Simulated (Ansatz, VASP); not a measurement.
One calculation of SrCl2, two programs

```xyz
3
Lattice="0.0000 3.4506 3.4855 3.4506 0.0000 3.4855 3.4506 3.4506 0.0000" Properties=species:S:1:pos:R:3 pbc="T T T"
Sr    0.0000    0.0000    0.0000
Cl    1.7253    1.7253    1.7428
Cl    5.1760    5.1760    5.2283
```

Change from the starting cell: equal xx and yy strain of -1 %.

Alike in both runs: task single point; functional LDA; k mesh 8 × 8 × 8; occupations fermi-dirac, width 0.01 eV; no spin polarisation.

```csv
,VASP,Ansatz
version,VASP 6.6.1,Ansatz 0.2.0
potentials or method,"VASP PAW LDA potentials, release 64 (Sr_sv, Cl), cutoff 520 eV","all-electron LAPW, scalar-relativistic"
```

```tsv
	VASP	Ansatz	Ansatz less VASP
gap on the k mesh at the Fermi level (eV)	4.95	4.94	-0.004
pressure (GPa)	-2.0	-2.1	-0.13
traceless stress, the component that is largest in VASP (GPa)	-0.34	-0.35	-0.003
```

LDA's correlation is that of Perdew and Zunger in VASP and of Perdew and Wang (1992) in Ansatz. Ansatz ran all-electron here, and VASP with PAW potentials.
